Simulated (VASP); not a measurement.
Te: single point with LDA

Crystal: Te.

```xyz
3
Lattice="3.8456 -2.1624 0.0000 3.8456 2.1624 0.0000 -0.0949 0.0000 6.0157" Properties=species:S:1:pos:R:3 pbc="T T T"
Te    0.0000    0.0000    0.0000
Te    2.3479    0.0000    2.0382
Te    5.2484    0.0000    3.9775
```

* Program: VASP 6.6.1
* Task: single point
* Functional: LDA
* Potentials or basis: VASP PAW LDA potentials, release 64 (Te)
* Cutoff: 520 eV
* k mesh: 7 × 7 × 5
* Occupations: fermi-dirac, width 0.05 eV
* Spin: no spin polarisation

| Quantity | Value |
| --- | --- |
| Pressure | -3.6 GPa |
| Largest force | 0.029 eV/Å |
| Band gap on the k mesh | 0.05 eV (least direct gap 0.19 eV) |

Forces in eV/Å, atoms in the order of the input:
```
Te   0.000  0.000  0.000
Te   0.024  0.000 -0.016
Te  -0.024  0.000  0.016
```

Stress tensor (GPa, compression positive):
```
-3.47  0.00 -0.02
 0.00 -3.30  0.00
-0.02  0.00 -4.17
```

Levels at points of the mesh, in eV from the valence-band top:
```csv
k point,band 7,band 8,band 9,band 10,band 11,band 12
"(0.00, 0.00, 0.00)",-2.01,-1.58,-1.37,0.94,0.97,1.50
```

Wall time 83 s on 1 thread of Intel(R) Xeon(R) Platinum 8488C (Sapphire Rapids), on a shared host, peak memory 0.24 GiB.

Caveat: the cell stands under tension; spin-orbit coupling is left out, which moves the levels of the heavy elements. A k mesh can miss the band edges.
